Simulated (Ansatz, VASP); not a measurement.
SrSi2Au: VASP beside Ansatz

```
Sr Si Au
1.0
     4.33871    0.00000    0.00000
     0.00000    4.33871    0.00000
     0.00000    0.00000    4.42168
Sr Si Au
1 2 1
Direct
  0.00000 0.00000 0.00000
  0.00000 0.50000 0.50000
  0.50000 0.00000 0.50000
  0.50000 0.50000 0.00000
```

Change from the starting cell: species swapped into the CePdRh2 type (P4/mmm, No. 123).

Alike in both runs: functional PBE; k mesh 4 × 4 × 4; occupations gaussian, width 0.1 eV; no spin polarisation.

Ansatz relaxed the structure, and its values are those at the end. VASP's run is a single point on that final structure, the one shown.

```csv
,VASP,Ansatz
version,VASP 6.6.1,Ansatz 0.2.0
potentials or method,"VASP PAW PBE potentials, release 64 (Sr_sv, Si, Au), cutoff 500 eV","scalar-relativistic, plane waves, PAW"
valence electrons in the cell,29,37
```

|  | VASP | Ansatz | Ansatz less VASP |
| --- | --- | --- | --- |
| gap on the k mesh at the Fermi level (eV) | none | none | - |
| pressure (GPa) | 0.4 | 0.2 | -0.13 |

A gap of «none» marks a metal or a gap that the smearing closes. With one functional, cell and mesh, what is left measures potentials, basis and numerics. VASP's potentials hold 29 valence electrons a cell and Ansatz's 37, so a difference there can come from the potentials and not from the codes.

The k mesh is coarse, so the values compare programs but aren't converged. Spin-orbit coupling is off throughout.
